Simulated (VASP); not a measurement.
Input of a VASP 6.6.1 run:

File INCAR:

```
SYSTEM = ZnCdH4
PREC = Accurate ; ENCUT = 600
EDIFF = 1E-7 ; ISMEAR = 0
SIGMA = 0.1 ; LREAL = .False.
LASPH = .True. ; NELM = 100
ALGO = Normal ; ISIF = 3
LWAVE = .False. ; LCHARG = .False.
GGA = PE ; IBRION = 2
NSW = 100 ; EDIFFG = -0.01
```

The input KPOINTS:

```
regular mesh
0
Gamma
  12 12 6
  0 0 0
```

POSCAR

```
ZnCdH4
1.0
    3.2618552189      0.0000000000      0.0000000000
    0.0000000000      3.2618552189      0.0000000000
    0.0000000000      0.0000000000      6.1405006633
Zn Cd H
1 1 4
Direct
    0.0000000000      0.0000000000      0.0000000000
    0.5000000000      0.5000000000      0.5000000000
    0.0000000000      0.0000000000      0.7064507679
    0.5000000000      0.0000000000      0.0000000000
    0.0000000000      0.5000000000      0.0000000000
    0.0000000000      0.0000000000      0.2935492321
```

Potentials or basis: VASP PAW PBE potentials, release 64 (Zn, Cd, H).

Launch:

```console
$ cat potpaw_PBE.64/Zn/POTCAR potpaw_PBE.64/Cd/POTCAR potpaw_PBE.64/H/POTCAR > POTCAR
$ mpirun -np 1 vasp_std > vasp.out
```

**Question.** Estimate the relaxed cell.

**Answer.** a = 3.272 Å, b = 3.272 Å, c = 6.125 Å, α = 90.00°, β = 90.00°, γ = 90.00°.

**Question.** Estimate the relaxed volume.

**Answer.** 10.93 Å³/atom.

Stress tensor (GPa, compression positive):
```
-0.04  0.00  0.00
 0.00 -0.04  0.00
 0.00  0.00 -0.13
```
